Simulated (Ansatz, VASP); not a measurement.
## Al2Au in VASP and in Ansatz

INCAR

```
ALGO     = Normal         # electronic algorithm
EDIFF    = 1E-6           # SCF threshold, eV
ENCUT    = 520            # plane-wave cutoff, eV
GGA      = PE             # functional
ISIF     = 2              # what is computed and relaxed
ISMEAR   = 0              # smearing method
IVDW     = 12             # dispersion correction
LASPH    = True           # aspherical terms in the spheres
LCHARG   = True           # write CHGCAR
LELF     = True           # ELF
LREAL    = False          # projectors in reciprocal space
LVHAR    = True         
LWAVE    = False          # write WAVECAR
NBANDS   = 16             # bands
NELM     = 80             # most SCF steps
PREC     = Accurate       # precision mode
SIGMA    = 0.1            # smearing width, eV
```

Contents of KPOINTS:

```
k-points
0
Gamma
  6 6 6
```

Contents of POSCAR:

```
Al2Au
1.0
    0.0000000000      3.0023346600      3.0023346600
    3.0023346600      0.0000000000      3.0023346600
    3.0023346600      3.0023346600      0.0000000000
Al Au
2 1
Direct
    0.2500000000      0.2500000000      0.2500000000
    0.7500000000      0.7500000000      0.7500000000
    0.0000000000      0.0000000000      0.0000000000
```

Input for Ansatz:

```yaml
crystal:
  lattice:
    - [0.0, 3.00233466, 3.00233466]
    - [3.00233466, 0.0, 3.00233466]
    - [3.00233466, 3.00233466, 0.0]
  atoms:
    - { symbol: Al, position: [0.25, 0.25, 0.25] }
    - { symbol: Al, position: [0.75, 0.75, 0.75] }
    - { symbol: Au, position: [0.0, 0.0, 0.0] }
basis:
  ecutwfc: 420
kpoints:
  mp_grid: { grid: [6, 6, 6] }
hamiltonian:
  xc: pbe
  dispersion: d3bj
  pseudopotentials: { kind: paw, azcp: { folder: soft_1 } }
scf:
  occupations: { method: gaussian, width: 0.1 }
output:
  forces: true
  stress: true
  eigenvalues: true
```

Alike in both runs: task single point; functional PBE; dispersion D3(BJ); k mesh 6 × 6 × 6; occupations gaussian, width 0.1 eV; no spin polarisation.

```csv
,VASP,Ansatz
version,VASP 6.6.1,Ansatz 0.2.0
potentials or method,"VASP PAW PBE potentials, release 64 (Al, Au), cutoff 520 eV","scalar-relativistic, plane waves, PAW"
valence electrons in the cell,17,25
```

```csv
,VASP,Ansatz,Ansatz less VASP
gap on the k mesh at the Fermi level (eV),none,none,-
pressure (GPa),-0.9,-0.7,+0.19
```

A gap of «none» marks a metal or a gap that the smearing closes. VASP's potentials hold 17 valence electrons a cell and Ansatz's 25, so a difference there can come from the potentials and not from the codes.

Neither program's run includes spin-orbit coupling.
